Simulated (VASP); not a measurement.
# Zn16S15 (a cell with a defect) in VASP: single point with PBE

Aim: the single point of Zn16S15 (a cell with a defect) with PBE.

All numbers are computed with VASP 6.6.1; they aren't measurements. Logs are shortened: lines on timing, memory, paths and dates and some standing lists are left out, and cuts for length are marked.

## (1) The cell of the first run

The cell holds a defect, 31 atoms: a = 9.429 Å, b = 9.429 Å, c = 9.429 Å, α = 109.47°, β = 109.47°, γ = 109.47°.

## (2) Single point, PBE

Input file INCAR:

```
SYSTEM = Zn16S15
PREC = Accurate ; ENCUT = 400
EDIFF = 1E-6 ; ISMEAR = -1
SIGMA = 0.01 ; LREAL = Auto
LASPH = .TRUE. ; NELM = 120
ALGO = Normal ; ISIF = 2
LWAVE = .FALSE. ; LCHARG = .FALSE.
GGA = PE ; NELECT = 280.0
NBANDS = 162 ; GGA_COMPAT = .FALSE.
```

Input file KPOINTS:

```
regular mesh
0
G
  1 1 1
  0 0 0
```

Input file POSCAR:

```
Zn16S15
1.0
   -5.4436607500      5.4436607500     -5.4436607500
    5.4436607500      5.4436607500      5.4436607500
    5.4436607500     -5.4436607500     -5.4436607500
Zn S
16 15
Direct
   -0.0059956896     -0.0060345421      0.0515626364
   -0.0059764011      0.3015796861      0.7440134839
   -0.0058676507      0.4946042055      0.4897729896
   -0.0058488215      0.7397657909      0.2446565025
    0.3014773652     -0.0056712755      0.7443636160
    0.2487260985      0.2490229576      0.4990081353
    0.2389777871      0.4937744329      0.2438080845
    0.2487279355      0.7489821073     -0.0009534025
    0.4940953567     -0.0058982368      0.4895895653
    0.4940740475      0.2395918959      0.2442401467
    0.4940773541      0.4942190786     -0.0103899752
    0.4940926930      0.7395743756      0.7441299497
    0.7394423872     -0.0056458331      0.2442061622
    0.7488167774      0.2489150339     -0.0010754711
    0.7394390806      0.4941777461      0.7443771179
    0.6866910286      0.6870039614      0.4370284280
   -0.5088854958     -0.2554127753      0.4946139415
   -0.0059311191      0.2437292772      0.4908482771
   -0.0059961488      0.4943108367      0.2443353032
   -0.0059328642      0.7408153603     -0.0062417556
    0.2435193082     -0.0055638111      0.4911845397
    0.2472193000      0.2472753285      0.2467358018
    0.2472368433      0.4967230921     -0.0026813758
    0.2435012138      0.7411403255      0.7444509653
    0.4941277797     -0.0057014023      0.2443215257
    0.4967541374      0.2475867917     -0.0023905788
    0.4941287901      0.4943075301      0.7443176910
    0.7408411702     -0.0058004166     -0.0065704866
    0.7408442012      0.2434050469      0.7442096754
    0.7447521413      0.4918005774      0.4951009300
    0.7447553560      0.7450750857      0.2418261461
```

Potentials or basis: VASP PAW PBE potentials, release 64 (Zn, S).

Command:

```sh
cat potpaw_PBE.64/Zn/POTCAR potpaw_PBE.64/S/POTCAR > POTCAR
mpirun -np 1 vasp_gam > vasp.out
```

OUTCAR:

```text
SYSTEM = Zn16S15
   PREC = Accurate
   ENCUT = 400
   EDIFF = 1E-6
   ISMEAR = -1
   LREAL = Auto
   LASPH = .TRUE.
   NELM = 120
   ISIF = 2
   GGA = PE
   NELECT = 280.0

 ion  position               nearest neighbor table
   1  0.994  0.994  0.052-  20 2.26  28 2.27  22 2.27
   2  0.994  0.302  0.744-  18 2.26  23 2.26  29 2.26
   3  0.994  0.495  0.490-  19 2.31  24 2.36  30 2.36  18 2.37
   4  0.994  0.740  0.245-  19 2.31  21 2.36  31 2.36  20 2.37
   5  0.301  0.994  0.744-  24 2.26  21 2.26  26 2.27
   6  0.249  0.249  0.499-  27 2.31  18 2.36  21 2.36  22 2.37
   7  0.239  0.494  0.244-  19 2.31  22 2.36  23 2.36  17 2.37
   8  0.249  0.749  0.999-  25 2.31  20 2.36  24 2.36  23 2.37
   9  0.494  0.994  0.490-  25 2.31  17 2.36  29 2.36  21 2.37
  10  0.494  0.240  0.244-  25 2.31  26 2.36  22 2.36  30 2.37
  11  0.494  0.494  0.990-  27 2.31  26 2.36  23 2.36  31 2.37
  12  0.494  0.740  0.744-  27 2.31  17 2.36  28 2.36  24 2.37
  13  0.739  0.994  0.244-  25 2.31  18 2.36  31 2.36  28 2.37
  14  0.749  0.249  0.999-  19 2.31  29 2.36  28 2.36  26 2.37
  15  0.739  0.494  0.744-  27 2.31  20 2.36  30 2.36  29 2.37
  16  0.687  0.687  0.437-  17 2.26  31 2.27  30 2.27
  17  0.491  0.745  0.495-  16 2.26  12 2.36   9 2.36   7 2.37
  18  0.994  0.244  0.491-   2 2.26   6 2.36  13 2.36   3 2.37
  19  0.994  0.494  0.244-   3 2.31   4 2.31   7 2.31  14 2.31
  20  0.994  0.741  0.994-   1 2.26   8 2.36  15 2.36   4 2.37
  21  0.244  0.994  0.491-   5 2.26   4 2.36   6 2.36   9 2.37
  22  0.247  0.247  0.247-   1 2.27   7 2.36  10 2.36   6 2.37
  23  0.247  0.497  0.997-   2 2.26   7 2.36  11 2.36   8 2.37
  24  0.244  0.741  0.744-   5 2.26   3 2.36   8 2.36  12 2.37
  25  0.494  0.994  0.244-   8 2.31  13 2.31  10 2.31   9 2.31
  26  0.497  0.248  0.998-   5 2.27  10 2.36  11 2.36  14 2.37
  27  0.494  0.494  0.744-   6 2.31  15 2.31  11 2.31  12 2.31
  28  0.741  0.994  0.993-   1 2.27  12 2.36  14 2.36  13 2.37
  29  0.741  0.243  0.744-   2 2.26  14 2.36   9 2.36  15 2.37
  30  0.745  0.492  0.495-  16 2.27   3 2.36  15 2.36  10 2.37
  31  0.745  0.745  0.242-  16 2.27   4 2.36  13 2.36  11 2.37

  LATTYP: Found a body centered cubic cell.
 ALAT       =    10.8873215000

  Lattice vectors:

 A1 = (  -5.4436607500,   5.4436607500,  -5.4436607500)
 A2 = (   5.4436607500,   5.4436607500,   5.4436607500)
 A3 = (   5.4436607500,  -5.4436607500,  -5.4436607500)

Analysis of symmetry for initial positions (statically):
=====================================================================
 Subroutine PRICEL returns:
 Original cell was already a primitive cell.

 Routine SETGRP: Setting up the symmetry group for a
 body centered cubic supercell.

 Subroutine GETGRP returns: Found  1 space group operations
 (whereof  1 operations were pure point group operations)
 out of a pool of 48 trial point group operations.

The static configuration has the point symmetry C_1 .

Analysis of symmetry for dynamics (positions and initial velocities):
=====================================================================
 Subroutine PRICEL returns:
 Original cell was already a primitive cell.

 Routine SETGRP: Setting up the symmetry group for a
 body centered cubic supercell.

 Subroutine GETGRP returns: Found  1 space group operations
 (whereof  1 operations were pure point group operations)
 out of a pool of 48 trial point group operations.

The dynamic configuration has the point symmetry C_1 .

 Subroutine INISYM returns: Found  1 space group operations
 (whereof  1 operations are pure point group operations),
 and found     1 'primitive' translations

----------------------------------------------------------------------------------------

                                     Primitive cell

  volume of cell :     645.2576

  direct lattice vectors                    reciprocal lattice vectors
    -5.443660750  5.443660750 -5.443660750     0.000000000  0.091849956 -0.091849956
     5.443660750  5.443660750  5.443660750     0.091849956  0.091849956  0.000000000
     5.443660750 -5.443660750 -5.443660750     0.091849956  0.000000000 -0.091849956

  length of vectors
     9.428696998  9.428696998  9.428696998     0.129895453  0.129895453  0.129895453

  position of ions in fractional coordinates (direct lattice)
     0.994004310  0.993965458  0.051562636
     0.994023599  0.301579686  0.744013484
     0.994132349  0.494604206  0.489772990
     0.994151178  0.739765791  0.244656502
     0.301477365  0.994328725  0.744363616
     0.248726099  0.249022958  0.499008135
[... 23 lines left out ...]
     0.744752141  0.491800577  0.495100930
     0.744755356  0.745075086  0.241826146

  ion indices of the primitive-cell ions
   primitive index   ion index
                 1           1
                 2           2
                 3           3
                 4           4
                 5           5
                 6           6
[... 23 lines left out ...]
                30          30
                31          31

----------------------------------------------------------------------------------------

 KPOINTS: regular mesh

Automatic generation of k-mesh.
 Grid dimensions read from file:
 generate k-points for:    1    1    1

 Generating k-lattice:

  Cartesian coordinates                     Fractional coordinates (reciprocal lattice)
     0.000000000  0.091849956 -0.091849956     1.000000000  0.000000000  0.000000000
     0.091849956  0.091849956  0.000000000     0.000000000  1.000000000  0.000000000
     0.091849956  0.000000000 -0.091849956     0.000000000  0.000000000  1.000000000

  Length of vectors
     0.129895453  0.129895453  0.129895453

  Shift w.r.t. Gamma in fractional coordinates (k-lattice)
     0.000000000  0.000000000  0.000000000

 Subroutine IBZKPT returns following result:
 ===========================================

 Found      1 irreducible k-points:

 Following reciprocal coordinates:
            Coordinates               Weight
  0.000000  0.000000  0.000000      1.000000
   k-points           NKPTS =      1   k-points in BZ     NKDIM =      1   number of bands    NBANDS=    162
   number of dos      NEDOS =    301   number of ions     NIONS =     31
   total plane-waves  NPLWV = 262144
   dimension x,y,z NGX =    64 NGY =   64 NGZ =   64
   dimension x,y,z NGXF=   128 NGYF=  128 NGZF=  128
   ions per type =              16  15
   NGX,Y,Z   is equivalent  to a cutoff of  11.28, 11.28, 11.28 a.u.
   NGXF,Y,Z  is equivalent  to a cutoff of  22.57, 22.57, 22.57 a.u.
 SYSTEM =  Zn16S15
   PREC   = accura    normal or accurate (medium, high low for compatibility)
   ISTART =      0    job   : 0-new  1-cont  2-samecut
   ICHARG =      2    charge: 1-file 2-atom 10-const
   ISPIN  =      1    spin polarized calculation?
   LNONCOLLINEAR =      F non collinear calculations
   LSORBIT =      F    spin-orbit coupling
   LASPH  =      T    aspherical Exc in radial PAW
   ENCUT  =  400.0 eV  29.40 Ry    5.42 a.u.  15.38 15.38 15.38*2*pi/ulx,y,z
   NELM   =    120;   NELMIN=  2; NELMDL= -5     # of ELM steps
   EDIFF  = 0.1E-05   stopping-criterion for ELM
   LREAL  =      T    real-space projection
   EDIFFG = 0.1E-04   stopping-criterion for IOM
   NSW    =      0    number of steps for IOM
   IBRION =     -1    ionic relax: 0-MD 1-quasi-New 2-CG
   NFREE  =      0    steps in history (QN), initial steepest desc. (CG)
   ISIF   =      2    stress and relaxation
   ISYM   =      2    0-nonsym 1-usesym 2-fastsym
   POTIM  = 0.5000    time-step for ionic-motion
   TEBEG  =    0.0;   TEEND  =   0.0 temperature during run
   PSTRESS=    0.0 pullay stress
   NELECT =     280.0000    total number of electrons
   NUPDOWN=      -1.0000    fix difference up-down
   EMIN   =  10.00;   EMAX   =-10.00  energy-range for DOS
   EFERMI =   0.00;   METHOD = LEGACY
   ISMEAR =    -1;   SIGMA  =   0.01  broadening in eV -4-tet -1-fermi 0-gaus
   EFERMI_NEDOS =   21; number of points for ismear=-14 and -15
   IALGO  =     38    algorithm
   IMIX   =      4    mixing-type and parameters
     AMIX     =   0.40;   BMIX     =  1.00
     AMIX_MAG =   1.60;   BMIX_MAG =  1.00
  volume/ion in A,a.u.               =      20.81       140.46
  Fermi-wavevector in a.u.,A,eV,Ry     =   1.239414  2.342153 20.900556  1.536147
  Thomas-Fermi vector in A             =   2.373898
   LORBIT       =      0    0 simple, 1 ext, 2 COOP (PROOUT), +10 PAW based schemes
   GGA     = PE    functional components
   LHFCALC =     F    Hartree Fock is set to
   AEXX    =    0.0000 exact exchange contribution
   IVDW    =     0    specifies the selected vdW correction
   LEPSILON=     F    determine dielectric tensor
   LRPA    =     F    only Hartree local field effects (RPA)
 non-spin polarized calculation
  energy-cutoff  :      400.00
  volume of cell :      645.26
 maximum number of plane-waves:      5925
 NGX is ok and might be reduce to    64
   NGX = 31   NGY = 31   NGZ = 31

 number of electron     279.9999981 magnetization

 Free energy of the ion-electron system (eV)
  ---------------------------------------------------
  ext. energy  EPLUGINS =         0.00000000
  ---------------------------------------------------
  free energy    TOTEN  =      -107.01232119 eV

  energy without entropy =     -107.01232119  energy(sigma->0) =     -107.01232119

 E-fermi :   1.8307     XC(G=0):  -9.2013

 val. band max:        1.5338341666   @ k =   0.0000   0.0000   0.0000
 cond. band min:       3.4663316200   @ k =   0.0000   0.0000   0.0000
 fundamental gap:      1.9324974534
 Fermi energy:         1.8306937650

 k-point     1 :       0.0000    0.0000    0.0000
  band No.  band energies     occupation
      1     -11.3581      2.00000
      2     -10.5664      2.00000
      3     -10.5660      2.00000
      4     -10.5655      2.00000
      5     -10.5372      2.00000
      6     -10.5367      2.00000
[... 144 lines left out ...]
    151       5.9861      0.00000
    152       6.2985      0.00000
 [bands above 152 left out]

------------------------ aborting loop because EDIFF is reached ----------------------------------------

  FORCE on cell =-STRESS in cart. coord.  units (eV):
  Direction    XX          YY          ZZ          XY          YZ          ZX
  --------------------------------------------------------------------------------------
  -------------------------------------------------------------------------------------
  Total       -8.7152441     -8.6992263     -8.6994037      0.0002818     -0.0001776      0.0007066
  in kB      -21.6399867    -21.6002145    -21.6006550      0.0006997     -0.0004410      0.0017546
  external PRESSURE =     -21.6136187 kB  Pullay stress =       0.0000000 kB

 VOLUME and BASIS-vectors are now :
 -----------------------------------------------------------------------------
  energy-cutoff  :      400.00
  volume of cell :      645.26
      direct lattice vectors                 reciprocal lattice vectors
    -5.443660750  5.443660750 -5.443660750     0.000000000  0.091849956 -0.091849956
     5.443660750  5.443660750  5.443660750     0.091849956  0.091849956  0.000000000
     5.443660750 -5.443660750 -5.443660750     0.091849956  0.000000000 -0.091849956

 POSITION                                       TOTAL-FORCE (eV/Angst)
 -----------------------------------------------------------------------------------
      0.28048     10.54114     -0.28090         0.000465      0.004093      0.002286
      0.28073      3.00267     -7.81959        -0.000200     -0.002293     -0.004278
     -0.05310      5.43802     -5.38542        -0.002207     -0.002448     -0.001213
     -0.05296      8.10703     -2.71661        -0.002512      0.001353      0.002918
      7.82371      3.00187     -0.28042         0.002589     -0.000280      0.000514
      2.71805     -0.00685     -2.71481        -0.002701      0.002112      0.000252
[... 23 lines left out ...]
      1.31818      4.03621     -4.07214        -0.001580      0.000686     -0.004218
      1.31816      6.79371     -1.31468        -0.001413      0.004334     -0.000666
 -----------------------------------------------------------------------------------
    total drift:                               -0.001602     -0.000358      0.001227

  FREE ENERGIE OF THE ION-ELECTRON SYSTEM (eV)
  ---------------------------------------------------
  free  energy   TOTEN  =      -107.0123211926 eV

  energy  without entropy=     -107.0123211926  energy(sigma->0) =     -107.01232119
```

Wall time 3.1 min (1 thread of AMD EPYC 7R43 (Zen 3), shared host); peak memory 0.47 GiB.

What came out:

| Quantity | Value |
| --- | --- |
| Free energy | -107.0123 eV |
| Largest force | 0.009 eV/Å |

Forces on the atoms (eV/Å):
```
Zn   0.000  0.004  0.002
Zn   0.000 -0.002 -0.004
Zn  -0.002 -0.002 -0.001
Zn  -0.003  0.001  0.003
Zn   0.003  0.000  0.001
Zn  -0.003  0.002  0.000
Zn   0.003  0.003 -0.003
Zn  -0.003  0.000 -0.002
Zn   0.001  0.001  0.003
Zn   0.003  0.000 -0.005
Zn   0.003  0.005  0.000
Zn   0.002 -0.003 -0.001
Zn  -0.001 -0.001  0.001
Zn   0.001 -0.001  0.001
Zn  -0.001 -0.001  0.001
Zn  -0.002  0.000  0.000
S    0.009  0.001 -0.001
S   -0.005 -0.002 -0.001
S   -0.004  0.000  0.000
S   -0.005  0.001  0.001
S   -0.001 -0.003  0.005
S    0.001  0.008  0.003
S    0.001 -0.003 -0.008
S   -0.001 -0.005  0.003
S    0.000 -0.001  0.001
S    0.005 -0.001  0.001
S    0.000 -0.001  0.000
S    0.001  0.000  0.004
S    0.001 -0.005  0.000
S   -0.002  0.001 -0.004
S   -0.001  0.004 -0.001
```

Caveat: the k points lie up to 0.82 Å⁻¹ apart, too coarse for converged energies, forces and pressures; the cell carries a net charge on a neutralising background, which shifts energy and pressure; the cell is charged against a uniform background, so pressure and absolute levels hang on convention.
